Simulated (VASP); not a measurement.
# CdS (a.bB) (F-43m) in VASP: further runs

Runs on CdS (a.bB). Level: PBEsol. Tasks: single point.

Program: VASP 6.6.1. These are calculated values, not measurements. Logs are shortened: lines on timing, memory, paths and dates and some standing lists are left out, and cuts for length are marked.

### 1 The cell of the first run

Symmetry: F-43m, No. 216, cubic system. The conventional cell has a = 5.840 Å, b = 5.840 Å, c = 5.840 Å, α = 90.00°, β = 90.00°, γ = 90.00°. Cd (site symmetry -43m) has 4 S at 2.53 Å within 3.3 Å. S (site symmetry -43m) has 4 Cd at 2.53 Å within 3.3 Å.

### 2 Single point, PBEsol

INCAR reads:

```
PREC = Accurate ; ENCUT = 500
EDIFF = 1E-6 ; ISMEAR = 0
SIGMA = 0.1 ; LREAL = F
LASPH = T ; NELM = 120
ALGO = Normal ; ISIF = 2
LWAVE = F ; LCHARG = F
GGA = PS ; NBANDS = 16
GGA_COMPAT = F
```

KPOINTS reads:

```
Automatic mesh
0
Gamma
  6 6 6
```

POSCAR reads:

```
CdS
1.0
    0.0000000000      2.9200000000      2.9200000000
    2.9200000000      0.0000000000      2.9200000000
    2.9200000000      2.9200000000      0.0000000000
Cd S
1 1
Direct
    0.0000000000      0.0000000000      0.0000000000
    0.2500000000      0.2500000000      0.2500000000
```

Potentials or basis: VASP PAW PBE potentials, release 64 (Cd, S).

Run with:

```bash
cat potpaw_PBE.64/Cd/POTCAR potpaw_PBE.64/S/POTCAR > POTCAR
mpirun -np 1 vasp_std > vasp.out
```

OUTCAR:

```text
PREC = Accurate
   ENCUT = 500
   EDIFF = 1E-6
   ISMEAR = 0
   LREAL = F
   LASPH = T
   NELM = 120
   ISIF = 2
   GGA = PS

 ion  position               nearest neighbor table
   1  0.000  0.000  0.000-   2 2.53   2 2.53   2 2.53   2 2.53
   2  0.250  0.250  0.250-   1 2.53   1 2.53   1 2.53   1 2.53

  LATTYP: Found a face centered cubic cell.
 ALAT       =     5.8400000000

  Lattice vectors:

 A1 = (   0.0000000000,   2.9200000000,   2.9200000000)
 A2 = (   2.9200000000,   0.0000000000,   2.9200000000)
 A3 = (   2.9200000000,   2.9200000000,   0.0000000000)

Analysis of symmetry for initial positions (statically):
=====================================================================
 Subroutine PRICEL returns:
 Original cell was already a primitive cell.

 Routine SETGRP: Setting up the symmetry group for a
 face centered cubic supercell.

 Subroutine GETGRP returns: Found 24 space group operations
 (whereof 24 operations were pure point group operations)
 out of a pool of 48 trial point group operations.

The static configuration has the point symmetry T_d .

Analysis of symmetry for dynamics (positions and initial velocities):
=====================================================================
 Subroutine PRICEL returns:
 Original cell was already a primitive cell.

 Routine SETGRP: Setting up the symmetry group for a
 face centered cubic supercell.

 Subroutine GETGRP returns: Found 24 space group operations
 (whereof 24 operations were pure point group operations)
 out of a pool of 48 trial point group operations.

The dynamic configuration has the point symmetry T_d .

 Subroutine INISYM returns: Found 24 space group operations
 (whereof 24 operations are pure point group operations),
 and found     1 'primitive' translations

----------------------------------------------------------------------------------------

                                     Primitive cell

  volume of cell :      49.7942

  direct lattice vectors                    reciprocal lattice vectors
     0.000000000  2.920000000  2.920000000    -0.171232877  0.171232877  0.171232877
     2.920000000  0.000000000  2.920000000     0.171232877 -0.171232877  0.171232877
     2.920000000  2.920000000  0.000000000     0.171232877  0.171232877 -0.171232877

  length of vectors
     4.129503602  4.129503602  4.129503602     0.296584042  0.296584042  0.296584042

  position of ions in fractional coordinates (direct lattice)
     0.000000000  0.000000000  0.000000000
     0.250000000  0.250000000  0.250000000

  ion indices of the primitive-cell ions
   primitive index   ion index
                 1           1
                 2           2

----------------------------------------------------------------------------------------

 KPOINTS: Automatic mesh

Automatic generation of k-mesh.
 Grid dimensions read from file:
 generate k-points for:    6    6    6

 Generating k-lattice:

  Cartesian coordinates                     Fractional coordinates (reciprocal lattice)
    -0.028538813  0.028538813  0.028538813     0.166666667  0.000000000  0.000000000
     0.028538813 -0.028538813  0.028538813     0.000000000  0.166666667  0.000000000
     0.028538813  0.028538813 -0.028538813     0.000000000  0.000000000  0.166666667

  Length of vectors
     0.049430674  0.049430674  0.049430674

  Shift w.r.t. Gamma in fractional coordinates (k-lattice)
     0.000000000  0.000000000  0.000000000

 Subroutine IBZKPT returns following result:
 ===========================================

 Found     16 irreducible k-points:

 Following reciprocal coordinates:
            Coordinates               Weight
  0.000000  0.000000  0.000000      1.000000
  0.166667  0.000000  0.000000      8.000000
  0.333333  0.000000  0.000000      8.000000
  0.500000  0.000000  0.000000      4.000000
  0.166667  0.166667  0.000000      6.000000
  0.333333  0.166667  0.000000     24.000000
[... 8 lines left out ...]
 -0.333333  0.333333  0.166667     24.000000
 -0.333333  0.500000  0.166667     12.000000
   k-points           NKPTS =     16   k-points in BZ     NKDIM =     16   number of bands    NBANDS=     16
   number of dos      NEDOS =    301   number of ions     NIONS =      2
   total plane-waves  NPLWV =  27000
   dimension x,y,z NGX =    30 NGY =   30 NGZ =   30
   dimension x,y,z NGXF=    60 NGYF=   60 NGZF=   60
   ions per type =               1   1
   NGX,Y,Z   is equivalent  to a cutoff of  12.08, 12.08, 12.08 a.u.
   NGXF,Y,Z  is equivalent  to a cutoff of  24.15, 24.15, 24.15 a.u.
 SYSTEM =  unknown system
   PREC   = accura    normal or accurate (medium, high low for compatibility)
   ISTART =      0    job   : 0-new  1-cont  2-samecut
   ICHARG =      2    charge: 1-file 2-atom 10-const
   ISPIN  =      1    spin polarized calculation?
   LNONCOLLINEAR =      F non collinear calculations
   LSORBIT =      F    spin-orbit coupling
   LASPH  =      T    aspherical Exc in radial PAW
   ENCUT  =  500.0 eV  36.75 Ry    6.06 a.u.   7.53  7.53  7.53*2*pi/ulx,y,z
   NELM   =    120;   NELMIN=  2; NELMDL= -5     # of ELM steps
   EDIFF  = 0.1E-05   stopping-criterion for ELM
   LREAL  =      F    real-space projection
   EDIFFG = 0.1E-04   stopping-criterion for IOM
   NSW    =      0    number of steps for IOM
   IBRION =     -1    ionic relax: 0-MD 1-quasi-New 2-CG
   NFREE  =      0    steps in history (QN), initial steepest desc. (CG)
   ISIF   =      2    stress and relaxation
   ISYM   =      2    0-nonsym 1-usesym 2-fastsym
   POTIM  = 0.5000    time-step for ionic-motion
   TEBEG  =    0.0;   TEEND  =   0.0 temperature during run
   PSTRESS=    0.0 pullay stress
   NELECT =      18.0000    total number of electrons
   NUPDOWN=      -1.0000    fix difference up-down
   EMIN   =  10.00;   EMAX   =-10.00  energy-range for DOS
   EFERMI =   0.00;   METHOD = LEGACY
   ISMEAR =     0;   SIGMA  =   0.10  broadening in eV -4-tet -1-fermi 0-gaus
   EFERMI_NEDOS =   21; number of points for ismear=-14 and -15
   IALGO  =     38    algorithm
   IMIX   =      4    mixing-type and parameters
     AMIX     =   0.40;   BMIX     =  1.00
     AMIX_MAG =   1.60;   BMIX_MAG =  1.00
  volume/ion in A,a.u.               =      24.90       168.01
  Fermi-wavevector in a.u.,A,eV,Ry     =   1.166199  2.203797 18.504210  1.360021
  Thomas-Fermi vector in A             =   2.302716
   LORBIT       =      0    0 simple, 1 ext, 2 COOP (PROOUT), +10 PAW based schemes
   GGA     = PS    functional components
   LHFCALC =     F    Hartree Fock is set to
   AEXX    =    0.0000 exact exchange contribution
   IVDW    =     0    specifies the selected vdW correction
   LEPSILON=     F    determine dielectric tensor
   LRPA    =     F    only Hartree local field effects (RPA)
 non-spin polarized calculation
 Gauss-broadening in eV      SIGMA  =   0.10
  energy-cutoff  :      500.00
  volume of cell :       49.79
 maximum number of plane-waves:      1283
   NGX = 15   NGY = 15   NGZ = 15

 number of electron      18.0000001 magnetization

 Free energy of the ion-electron system (eV)
  ---------------------------------------------------
  ext. energy  EPLUGINS =         0.00000000
  ---------------------------------------------------
  free energy    TOTEN  =        -6.81092236 eV

  energy without entropy =       -6.81092236  energy(sigma->0) =       -6.81092236

 E-fermi :   1.6167     XC(G=0):  -9.3603

 val. band max:        1.1838806163   @ k =   0.0000   0.0000   0.0000
 cond. band min:       2.1829477736   @ k =   0.0000   0.0000   0.0000
 fundamental gap:      0.9990671573
 Fermi energy:         1.6166593249

 k-point     1 :       0.0000    0.0000    0.0000
  band No.  band energies     occupation
      1     -11.1783      2.00000
      2      -6.5343      2.00000
      3      -6.5343      2.00000
      4      -6.5343      2.00000
      5      -6.0514      2.00000
      6      -6.0514      2.00000
[... 8 lines left out ...]
     15      12.6226      0.00000
     16      12.6226      0.00000

 k-point     2 :       0.1667    0.0000    0.0000
  band No.  band energies     occupation
      1     -11.0700      2.00000
      2      -6.4965      2.00000
      3      -6.4965      2.00000
      4      -6.4370      2.00000
      5      -6.0523      2.00000
      6      -6.0523      2.00000
[... 8 lines left out ...]
     15      11.7936      0.00000
     16      12.7985      0.00000

 k-point     3 :       0.3333    0.0000    0.0000
  band No.  band energies     occupation
      1     -10.8517      2.00000
      2      -6.4348      2.00000
      3      -6.4348      2.00000
      4      -6.0682      2.00000
      5      -6.0349      2.00000
      6      -6.0349      2.00000
[... 8 lines left out ...]
     15      12.2118      0.00000
     16      12.2118      0.00000

 k-point     4 :       0.5000    0.0000    0.0000
  band No.  band energies     occupation
      1     -10.7431      2.00000
      2      -6.4136      2.00000
      3      -6.4136      2.00000
      4      -6.0137      2.00000
      5      -6.0137      2.00000
      6      -5.6734      2.00000
[... 8 lines left out ...]
     15      13.6794      0.00000
     16      13.6794      0.00000
[... 172 lines left out ...]
 k-point    14 :       0.5000    0.3333    0.1667
  band No.  band energies     occupation
      1     -10.7126      2.00000
      2      -6.3452      2.00000
      3      -6.3374      2.00000
      4      -6.1511      2.00000
      5      -6.0119      2.00000
      6      -5.7649      2.00000
[... 8 lines left out ...]
     15      14.0957      0.00000
     16      14.3554      0.00000

 k-point    15 :      -0.3333    0.3333    0.1667
  band No.  band energies     occupation
      1     -10.6438      2.00000
      2      -6.3419      2.00000
      3      -6.2979      2.00000
      4      -6.0939      2.00000
      5      -6.0335      2.00000
      6      -5.4957      2.00000
[... 8 lines left out ...]
     15      13.5415      0.00000
     16      14.4616      0.00000

 k-point    16 :      -0.3333    0.5000    0.1667
  band No.  band energies     occupation
      1     -10.6102      2.00000
      2      -6.3074      2.00000
      3      -6.2609      2.00000
      4      -6.1311      2.00000
      5      -6.0095      2.00000
      6      -5.4651      2.00000
[... 8 lines left out ...]
     15      14.3504      0.00000
     16      14.3746      0.00000

------------------------ aborting loop because EDIFF is reached ----------------------------------------

  FORCE on cell =-STRESS in cart. coord.  units (eV):
  Direction    XX          YY          ZZ          XY          YZ          ZX
  --------------------------------------------------------------------------------------
  -------------------------------------------------------------------------------------
  Total       -0.0321284     -0.0321284     -0.0321284     -0.0000000      0.0000000      0.0000000
  in kB       -1.0337627     -1.0337627     -1.0337627     -0.0000000      0.0000000      0.0000000
  external PRESSURE =      -1.0337627 kB  Pullay stress =       0.0000000 kB

 VOLUME and BASIS-vectors are now :
 -----------------------------------------------------------------------------
  energy-cutoff  :      500.00
  volume of cell :       49.79
      direct lattice vectors                 reciprocal lattice vectors
     0.000000000  2.920000000  2.920000000    -0.171232877  0.171232877  0.171232877
     2.920000000  0.000000000  2.920000000     0.171232877 -0.171232877  0.171232877
     2.920000000  2.920000000  0.000000000     0.171232877  0.171232877 -0.171232877

 POSITION                                       TOTAL-FORCE (eV/Angst)
 -----------------------------------------------------------------------------------
      0.00000      0.00000      0.00000         0.000000      0.000000      0.000000
      1.46000      1.46000      1.46000        -0.000000     -0.000000     -0.000000
 -----------------------------------------------------------------------------------
    total drift:                                0.000000      0.000000      0.000000

  FREE ENERGIE OF THE ION-ELECTRON SYSTEM (eV)
  ---------------------------------------------------
  free  energy   TOTEN  =        -6.8109223607 eV

  energy  without entropy=       -6.8109223607  energy(sigma->0) =       -6.81092236
```

Wall time 13 s (1 thread of Intel Xeon 6975P-C, shared host); peak memory 0.17 GiB.

What came out:

```yaml
Free_energy: -6.8109 eV
Pressure: -0.1 GPa
Band_gap_on_the_k_mesh: 1.00 eV, direct
```

Caveat: the PAW data sets were made with another functional, which shifts forces and pressure a little. A hybrid or GW would open this gap; PBEsol tends to underestimate it.

### 3 Single point, PBEsol

This run uses another cell than the first one, of 24.71 Å³/atom, 0.992 times its volume.

INCAR reads:

```
  PREC = Accurate
  ENCUT = 500
  EDIFF = 1E-6
  ISMEAR = 0
  SIGMA = 0.02
  LREAL = False
  LASPH = True
  NELM = 120
  ALGO = Normal
  ISIF = 2
  LWAVE = False
  LCHARG = True
  GGA = PS
  LELF = True
  LVHAR = True
  NBANDS = 16
  GGA_COMPAT = False
```

KPOINTS reads:

```
Automatic mesh
0
Gamma
  8 8 8
```

POSCAR reads:

```
CdS
1.0
    0.0000000000      2.9125650550      2.9125650550
    2.9125650550      0.0000000000      2.9125650550
    2.9125650550      2.9125650550      0.0000000000
Cd S
1 1
Direct
    0.0000000000      0.0000000000      0.0000000000
    0.2500000000      0.2500000000      0.2500000000
```

Potentials or basis: VASP PAW PBE potentials, release 64 (Cd, S).

Run with:

```bash
cat potpaw_PBE.64/Cd/POTCAR potpaw_PBE.64/S/POTCAR > POTCAR
mpirun -np 1 vasp_std > vasp.out
```

It took 25 s on 1 thread of Intel Xeon 6975P-C, shared host; peak memory 0.17 GiB.

It converged, with:

- Free energy: -6.8131 eV
- Pressure: 0.4 GPa
- Band gap on the k mesh: 1.02 eV, direct

Levels at points of the mesh, in eV from the valence-band top:
| k point | band 7 | band 8 | band 9 | band 10 | band 11 | band 12 |
| --- | --- | --- | --- | --- | --- | --- |
| (0.00, 0.00, 0.00) | 0.00 | 0.00 | 0.00 | 1.02 | 6.44 | 6.44 |
| (0.50, 0.00, 0.00) | -4.51 | -0.77 | -0.77 | 2.90 | 6.91 | 6.91 |
| (0.50, 0.50, 0.00) | -4.03 | -1.93 | -1.93 | 3.38 | 4.25 | 9.09 |

Caveat: the PAW data sets were made with another functional, which shifts forces and pressure a little. Expect the measured gap to be larger: semilocal functionals such as PBEsol lack the derivative discontinuity.

### 4 Single point, PBEsol

This run uses another cell than the first one, of 24.71 Å³/atom, 0.992 times its volume.

INCAR reads:

```
SYSTEM = CdS
  ALGO = Normal
  EDIFF = 1E-6
  ENCUT = 500
  GGA = PS
  GGA_COMPAT = .FALSE.
  ISIF = 2
  ISMEAR = 0
  LASPH = .TRUE.
  LCHARG = .FALSE.
  LREAL = .FALSE.
  LWAVE = .FALSE.
  NBANDS = 16
  NELM = 120
  PREC = Accurate
  SIGMA = 0.02
```

KPOINTS reads:

```
k-points
0
G
  8 8 8
  0 0 0
```

POSCAR is that of step 3.

Run with:

```bash
cat potpaw_PBE.64/Cd/POTCAR potpaw_PBE.64/S/POTCAR > POTCAR
mpirun -np 1 vasp_std > vasp.out
```

Run time: 28 s. Hardware: 1 thread of Intel Xeon 6975P-C, shared host; peak memory 0.17 GiB.

It converged, with:

* Free energy: -6.8131 eV
* Pressure: 0.4 GPa
* Band gap on the k mesh: 1.02 eV, direct

Levels at points of the mesh, in eV from the valence-band top:
```tsv
k point	band 6	band 7	band 8	band 9	band 10	band 11	band 12	band 13
(0.00, 0.00, 0.00)	-7.25	0.00	0.00	0.00	1.02	6.44	6.44	6.44
(0.50, 0.00, 0.00)	-6.87	-4.51	-0.77	-0.77	2.90	6.91	6.91	7.34
(0.50, 0.50, 0.00)	-6.80	-4.03	-1.93	-1.93	3.38	4.25	9.09	10.69
```

Caveat: the PAW data sets were made with another functional, which shifts forces and pressure a little.
